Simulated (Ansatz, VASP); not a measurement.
## One calculation of CuO, two programs

```xyz
4
Lattice="3.4221 0.0000 0.0000 0.0000 3.4221 0.0000 0.0000 0.0000 4.2605" Properties=species:S:1:pos:R:3 pbc="T T T"
Cu    0.0000    1.7110    0.0000
Cu    1.7110    0.0000    2.1302
O     0.0000    0.0000    1.0651
O     0.0000    0.0000    3.1953
```

Alike in both runs: task relaxation of cell and atoms; functional PBE; k mesh 6 × 6 × 5; occupations fermi-dirac, width 0.05 eV; no spin polarisation.

```csv
,VASP,Ansatz
version,VASP 6.6.1,Ansatz 0.2.0
potentials or method,"VASP PAW PBE potentials, release 64 (Cu, O), cutoff 600 eV","all-electron LAPW, scalar-relativistic"
```

Ansatz gave:

```
relaxed volume (Å³/atom)                                                      : 11.20
relaxed length of the cell vector where the two differ most in proportion (Å) : 2.950
```

Problem. What did VASP give for the same quantities?

Solution. Relaxed volume (Å³/atom): 11.24; relaxed length of the cell vector where the two differ most in proportion (Å): 2.957.

Ansatz ran all-electron here, and VASP with PAW potentials.

Noted on Ansatz's run: the k mesh is thin for a metal, which can move the energy by tens of meV per atom.
